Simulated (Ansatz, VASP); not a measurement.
## Two plane-wave programs on InP

The input INCAR:

```
ALGO     = Normal         # electronic algorithm
EDIFF    = 1E-6           # SCF threshold, eV
ENCUT    = 520            # plane-wave cutoff, eV
GGA      = PS             # functional
ISIF     = 2              # what is computed and relaxed
ISMEAR   = 0              # smearing method
LASPH    = True           # aspherical terms in the spheres
LCHARG   = False          # write CHGCAR
LREAL    = False          # projectors in reciprocal space
LWAVE    = False          # write WAVECAR
NBANDS   = 16             # bands
NELM     = 60             # most SCF steps
PREC     = Accurate       # precision mode
SIGMA    = 0.15           # smearing width, eV
```

The input KPOINTS:

```
k-points
0
Gamma
  14 14 14
```

Contents of POSCAR:

```
InP
1.0
    0.0000000000      2.8550000000      2.8550000000
    2.8550000000      0.0000000000      2.8550000000
    2.8550000000      2.8550000000      0.0000000000
In P
1 1
Direct
    0.0000000000      0.0000000000      0.0000000000
    0.4233800350      0.4233800350      0.5766199650
```

Input for Ansatz:

```yaml
crystal:
  lattice:
    - [0.0, 2.855, 2.855]
    - [2.855, 0.0, 2.855]
    - [2.855, 2.855, 0.0]
  atoms:
    - { symbol: In, position: [0.0, 0.0, 0.0] }
    - { symbol: P, position: [0.423380035, 0.423380035, 0.576619965] }
basis:
  ecutwfc: 420
kpoints:
  mp_grid: { grid: [14, 14, 14] }
hamiltonian:
  xc: pbesol
scf:
  occupations: { method: gaussian, width: 0.15 }
output:
  forces: true
  stress: true
  eigenvalues: true
```

Change from the starting cell: all P atoms moved +0.438 Å, as atom 2 towards its neighbour atom 1 (In) at 2.855 Å.

Alike in both runs: task single point; functional PBEsol; k mesh 14 × 14 × 14; occupations gaussian, width 0.15 eV; no spin polarisation.

|  | VASP | Ansatz |
| --- | --- | --- |
| version | VASP 6.6.1 | Ansatz 0.2.0 |
| potentials or method | VASP PAW PBE potentials, release 64 (In_d, P), cutoff 520 eV | scalar-relativistic, plane waves, PAW |
| valence electrons in the cell | 18 | 18 |

Ansatz gave:

```
gap on the k mesh at the Fermi level (eV)                     : none
pressure (GPa)                                                : -3.8
traceless stress, the component that is largest in VASP (GPa) : 11.23
rms of the force components (eV/Å)                            : 0.802
```

What did VASP give for the same quantities?

gap on the k mesh at the Fermi level (eV): none; pressure (GPa): -3.8; traceless stress, the component that is largest in VASP (GPa): 11.15; rms of the force components (eV/Å): 0.797.

VASP's potentials were made for PBE, not for PBEsol. Atom by atom the forces differ by 0.005 eV/Å (rms over components). A gap of «none» marks a metal or a gap that the smearing closes.
